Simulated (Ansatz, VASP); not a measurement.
## Two plane-wave programs on SiC

```xyz
2
Lattice="1.4328 0.8272 2.3397 -1.4328 0.8272 2.3397 0.0000 -1.6544 2.3397" Properties=species:S:1:pos:R:3 pbc="T T T"
Si    0.0000    0.0000    3.5096
C     0.0000    0.0000    0.0000
```

Alike in both runs: functional PBE; k mesh 6 × 6 × 6; occupations gaussian, width 0.1 eV; no spin polarisation.

Ansatz relaxed the structure, and its values are those at the end. VASP's run is a single point on that final structure, the one shown.

```csv
,VASP,Ansatz
version,VASP 6.6.1,Ansatz 0.2.0
potentials or method,"VASP PAW PBE potentials, release 64 (Si, C), cutoff 520 eV","scalar-relativistic, plane waves, PAW"
valence electrons in the cell,8,8
```

VASP gave:

| Property | Result |
| --- | --- |
| gap on the k mesh at the Fermi level (eV) | none |
| pressure (GPa) | 0.1 |

Question: What did Ansatz give for the same quantities?

Answer: gap on the k mesh at the Fermi level (eV): none; pressure (GPa): 0.0.

A gap of «none» marks a metal or a gap that the smearing closes. With one functional, cell and mesh, what is left measures potentials, basis and numerics.

The k mesh is coarse, so the values compare programs but aren't converged.
